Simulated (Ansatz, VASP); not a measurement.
## Two plane-wave programs on TaN

File INCAR:

```
PREC     = Accurate       # precision mode
ENCUT    = 600            # plane-wave cutoff, eV
EDIFF    = 1E-6           # SCF threshold, eV
ISMEAR   = 0              # smearing method
SIGMA    = 0.05           # smearing width, eV
LREAL    = False          # projectors in reciprocal space
LASPH    = True           # aspherical terms in the spheres
NELM     = 200            # most SCF steps
ALGO     = Normal         # electronic algorithm
ISIF     = 2              # what is computed and relaxed
LWAVE    = False          # write WAVECAR
LCHARG   = False          # write CHGCAR
LNONCOLLINEAR= True           # non-collinear magnetism
MAGMOM   = 0 0 0 0 0 0    # initial moments
LORBIT   = 11             # projections on sites
LSORBIT  = True           # spin-orbit coupling
GGA_COMPAT= False        
LORBMOM  = True         
LMAXMIX  = 4              # l up to which the mixer works
GGA      = CA             # functional
NBANDS   = 28             # bands
```

File KPOINTS:

```
Automatic mesh
0
Gamma
  10 10 10
```

The input POSCAR:

```
TaN
1.0
    0.0000000000      2.1790013101      2.1790013101
    2.1790013101      0.0000000000      2.1790013101
    2.1790013101      2.1790013101      0.0000000000
Ta N
1 1
Direct
    0.5000000000      0.5000000000      0.5000000000
    0.0000000000      0.0000000000      0.0000000000
```

Input for Ansatz:

```yaml
crystal:
  lattice:
    - [0.0, 2.1790013101, 2.1790013101]
    - [2.1790013101, 0.0, 2.1790013101]
    - [2.1790013101, 2.1790013101, 0.0]
  atoms:
    - { symbol: Ta, position: [0.5, 0.5, 0.5] }
    - { symbol: "N", position: [0.0, 0.0, 0.0] }
basis:
  ecutwfc: 420
  ecutrho_ratio: 4
kpoints:
  mp_grid: { grid: [10, 10, 10] }
  band_path:
    path:
      - [[0.0, 0.0, 0.0], [0.5, 0.0, 0.5], [0.625, 0.25, 0.625]]
      - [[0.375, 0.375, 0.75], [0.0, 0.0, 0.0], [0.5, 0.5, 0.5], [0.5, 0.25, 0.75], [0.5, 0.0, 0.5]]
    npoints: 10
hamiltonian:
  xc: lda
scf:
  occupations: { method: gaussian, width: 0.05 }
output:
  forces: true
  stress: true
  eigenvalues: true
  populations: true
  eigenstates:
    nscf_kmesh: { grid: [20, 20, 20] }
    de_dk: true
    e_range: [-2.5, 2.5]
  write_density: true
  write_potential: true
  elf: true
  volumetric_format: npy
magnetization:
  noncollinear: true
  spin_orbit: true
```

Alike in both runs: task single point; functional LDA; k mesh 10 × 10 × 10; occupations gaussian, width 0.05 eV; non-collinear spin, spin-orbit coupling.

|  | VASP | Ansatz |
| --- | --- | --- |
| version | VASP 6.6.1 | Ansatz 0.2.0 |
| potentials or method | VASP PAW LDA potentials, release 64 (Ta_pv, N), cutoff 600 eV | plane waves, PAW |
| valence electrons in the cell | 16 | 18 |

|  | VASP | Ansatz | Ansatz less VASP |
| --- | --- | --- | --- |
| pressure (GPa) | 0.0 | -2.7 | -2.75 |
| net moment per atom (μB) | 0.00 | 0.00 | 0.000 |

LDA's correlation is that of Perdew and Zunger in VASP and of Perdew and Wang (1992) in Ansatz. VASP's potentials hold 16 valence electrons a cell and Ansatz's 18, so a difference there can come from the potentials and not from the codes.
